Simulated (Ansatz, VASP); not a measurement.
One calculation of ZrC3, two programs

POSCAR

```
ZrC3
1.0
    2.3747520000      4.1131910000      0.0000000000
   -2.3747520000      4.1131910000      0.0000000000
    0.0000000000      0.0000000000      7.9364230000
Zr C
4 12
Direct
    0.3333000000      0.3334000000      0.2500000000
    0.6666000000      0.6667000000      0.7500000000
    0.0000000000      0.0000000000      0.0000000000
    0.0000000000      0.0000000000      0.5000000000
    0.5000000000      0.5000000000      0.0000000000
    0.5000000000      0.0000000000      0.5000000000
    0.0000000000      0.5000000000      0.0000000000
    0.5000000000      0.5000000000      0.5000000000
    0.5000000000      0.0000000000      0.0000000000
    0.0000000000      0.5000000000      0.5000000000
    0.8330000000      0.8330000000      0.2500000000
    0.1670000000      0.6660000000      0.7500000000
    0.3340000000      0.8330000000      0.2500000000
    0.1670000000      0.1670000000      0.7500000000
    0.8330000000      0.3340000000      0.2500000000
    0.6660000000      0.1670000000      0.7500000000
```

Contents of INCAR.step1:

```
PREC = Accurate
ENCUT = 520
ISMEAR = -1
SIGMA = 0.0156
LREAL = Auto
LASPH = True
NELM = 100
NBANDS = 62
GGA = PE
ALGO = Normal
EDIFF = 1E-4
LWAVE = True
LCHARG = False
```

INCAR.step2

```
PREC = Accurate
ENCUT = 520
EDIFF = 1E-6
ISMEAR = -1
SIGMA = 0.0156
LREAL = Auto
LASPH = True
NELM = 100
ALGO = Normal
ISIF = 2
LWAVE = False
LCHARG = False
METAGGA = R2SCAN
LMIXTAU = True
NBANDS = 62
ISTART = 1
```

The input KPOINTS:

```
Automatic mesh
0
Gamma
  6 6 4
```

Input for Ansatz:

```yaml
crystal:
  lattice:
    - [2.374752, 4.113191, 0.0]
    - [-2.374752, 4.113191, 0.0]
    - [0.0, 0.0, 7.936423]
  atoms:
    - { symbol: Zr, position: [0.3333, 0.3334, 0.25] }
    - { symbol: Zr, position: [0.6666, 0.6667, 0.75] }
    - { symbol: Zr, position: [0.0, 0.0, 0.0] }
    - { symbol: Zr, position: [0.0, 0.0, 0.5] }
    - { symbol: C, position: [0.5, 0.5, 0.0] }
    - { symbol: C, position: [0.5, 0.0, 0.5] }
    - { symbol: C, position: [0.0, 0.5, 0.0] }
    - { symbol: C, position: [0.5, 0.5, 0.5] }
    - { symbol: C, position: [0.5, 0.0, 0.0] }
    - { symbol: C, position: [0.0, 0.5, 0.5] }
    - { symbol: C, position: [0.833, 0.833, 0.25] }
    - { symbol: C, position: [0.167, 0.666, 0.75] }
    - { symbol: C, position: [0.334, 0.833, 0.25] }
    - { symbol: C, position: [0.167, 0.167, 0.75] }
    - { symbol: C, position: [0.833, 0.334, 0.25] }
    - { symbol: C, position: [0.666, 0.167, 0.75] }
  symmetry: { tolerance: 0.0003 }
kpoints:
  mp_grid: { grid: [6, 6, 4], shift: [0, 0, 0] }
magnetization:
  spin_polarized: false
scf:
  occupations: { method: fermi_dirac, width: 0.0156 }
  lower_state_search: "off"
  max_iter: 200
hamiltonian:
  pseudopotentials: { kind: paw }
  xc: r2scan
basis:
  ecutwfc: 500
  fft_grid_basis: typed
output:
  forces: true
  stress: true
  eigenvalues: true
  bader: true
  populations: true
  elf: true
  write_potential: true
  volumetric_format: npy
  dos:
    e_range: [-12, 8]
    de: 0.05
    projected: { site_lists: { C: [C], Zr: [Zr] } }
checkpoint:
  read: saved_state
```

Alike in both runs: task single point; functional r2SCAN; k mesh 6 × 6 × 4; occupations fermi-dirac, width 0.0156 eV; no spin polarisation.

|  | VASP | Ansatz |
| --- | --- | --- |
| version | VASP 6.6.1 | Ansatz 0.2.0 |
| potentials or method | VASP PAW PBE potentials, release 64 (Zr_sv, C), cutoff 520 eV | PAW plane waves |
| valence electrons in the cell | 96 | 96 |

|  | VASP | Ansatz | Ansatz less VASP |
| --- | --- | --- | --- |
| pressure (GPa) | 2.5 | 2.2 | -0.27 |
| traceless stress, the component that is largest in VASP (GPa) | 1.69 | 1.79 | +0.097 |
| rms of the force components (eV/Å) | 0.458 | 0.454 | -0.0032 |

VASP's potentials were made for PBE, not for r2SCAN. Atom by atom the forces differ by 0.003 eV/Å (rms over components). Ansatz's warnings: structure snapped to symmetry.
